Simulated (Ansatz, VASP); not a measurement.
Sc3H2: VASP beside Ansatz

```
Sc H
1.0
     3.24060    0.00000    0.00000
    -1.62030    2.80644    0.00000
     0.00000    0.00000    7.89562
Sc H
3 2
Cartesian
  0.0000 0.0000 0.0000
  0.0000 1.8710 5.2791
  1.6203 0.9355 2.6165
  0.0000 1.8710 1.2501
  1.6203 0.9355 6.6455
```

Alike in both runs: functional PBE; k mesh 12 × 12 × 6; occupations gaussian, width 0.1 eV; no spin polarisation.

Ansatz relaxed the structure, and its values are those at the end. VASP's run is a single point on that final structure, the one shown.

|  | VASP | Ansatz |
| --- | --- | --- |
| version | VASP 6.6.1 | Ansatz 0.2.0 |
| potentials or method | VASP PAW PBE potentials, release 64 (Sc_sv, H), cutoff 520 eV | scalar-relativistic, plane waves, PAW |
| valence electrons in the cell | 35 | 35 |

|  | VASP | Ansatz | Ansatz less VASP |
| --- | --- | --- | --- |
| gap on the k mesh at the Fermi level (eV) | none | none | - |
| pressure (GPa) | 0.1 | 0.0 | -0.07 |

A gap of «none» marks a metal or a gap that the smearing closes. The functional is the same, so the differences come from potentials, cutoffs and numerics.
